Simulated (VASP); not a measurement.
Here is a VASP 6.6.1 calculation.

INCAR

```
PREC = Accurate
ENCUT = 520
EDIFF = 1E-6
ISMEAR = -1
SIGMA = 0.01
LREAL = Auto
LASPH = True
NELM = 120
ALGO = Normal
ISIF = 2
LWAVE = False
LCHARG = False
GGA = PE
NELECT = 122.0
NBANDS = 82
GGA_COMPAT = False
```

Contents of KPOINTS:

```
Automatic mesh
0
Gamma
  1 1 1
  0.25 0.25 0.25
```

POSCAR

```
Al16BN14
1.0
    6.2595139128      0.0000000578      0.0000000000
   -3.1297570064      5.4208980350      0.0000000000
    0.0000000000      0.0000000000     10.0348065929
Al N B
16 14 1
Direct
    0.3333333300      0.1666666650      0.2496176900
    0.1666666700      0.3333333350      0.4996176900
    0.3333333300      0.1666666650      0.7496176900
    0.1666666700      0.3333333350      0.9996176900
    0.3333333300      0.6666666650      0.2496176900
    0.1666666700      0.8333333350      0.4996176900
    0.3333333300      0.6666666650      0.7496176900
    0.1666666700      0.8333333350      0.9996176900
    0.8333333300      0.1666666650      0.2496176900
    0.6666666700      0.3333333350      0.4996176900
    0.8333333300      0.1666666650      0.7496176900
    0.6666666700      0.3333333350      0.9996176900
    0.8333333300      0.6666666650      0.2496176900
    0.6666666700      0.8333333350      0.4996176900
    0.8333333300      0.6666666650      0.7496176900
    0.6666666700      0.8333333350      0.9996176900
    0.3333333300      0.1666666650      0.4403823100
    0.1666666700      0.3333333350      0.1903823100
    0.3333333300      0.1666666650      0.9403823100
    0.1666666700      0.3333333350      0.6903823100
    0.3333333300      0.6666666650      0.4403823100
    0.3333333300      0.6666666650      0.9403823100
    0.1666666700      0.8333333350      0.6903823100
    0.8333333300      0.1666666650      0.4403823100
    0.6666666700      0.3333333350      0.1903823100
    0.8333333300      0.1666666650      0.9403823100
    0.6666666700      0.3333333350      0.6903823100
    0.6666666700      0.8333333350      0.1903823100
    0.8333333300      0.6666666650      0.9403823100
    0.6666666700      0.8333333350      0.6903823100
    0.8333333300      0.6666666650      0.4403823100
```

Potentials or basis: VASP PAW PBE potentials, release 64 (Al, N, B).

Launch:

```console
$ cat potpaw_PBE.64/Al/POTCAR potpaw_PBE.64/N/POTCAR potpaw_PBE.64/B/POTCAR > POTCAR
$ mpirun -np 1 vasp_std > vasp.out
```

Q: Estimate the largest force.

A: 1.831 eV/Å.

Forces on the atoms (eV/Å):
```
Al   0.188  0.144  1.005
Al  -0.320 -0.185 -0.476
Al   0.252 -0.260 -0.493
Al  -0.073 -0.042  0.150
Al   0.218  0.091  1.005
Al   0.103  0.060  0.010
Al  -0.099  0.348 -0.493
Al   0.377  0.218  0.094
Al  -0.144 -0.083  1.348
Al   0.392 -0.425 -0.306
Al  -0.246 -0.142 -0.438
Al   0.051 -0.290  0.380
Al  -0.505 -0.292  0.608
Al  -0.172  0.552 -0.306
Al   0.124  0.072 -1.595
Al  -0.226  0.189  0.380
N    0.229 -0.199 -0.518
N   -0.002 -0.001 -0.653
N   -0.198  0.104  0.114
N    0.075  0.043  0.390
N   -0.058  0.297 -0.518
N   -0.009 -0.224  0.114
N    0.653  0.377  1.498
N   -0.108 -0.062 -0.159
N   -0.108 -0.622 -1.719
N    0.166  0.096 -0.044
N   -0.110 -0.560  1.322
N   -0.592  0.218 -1.719
N    0.050  0.029  0.332
N   -0.540  0.184  1.322
B    0.634  0.366 -0.635
```

Caveat: the k points lie up to 0.58 Å⁻¹ apart; the cell carries a net charge on a neutralising background, which shifts energy and pressure.
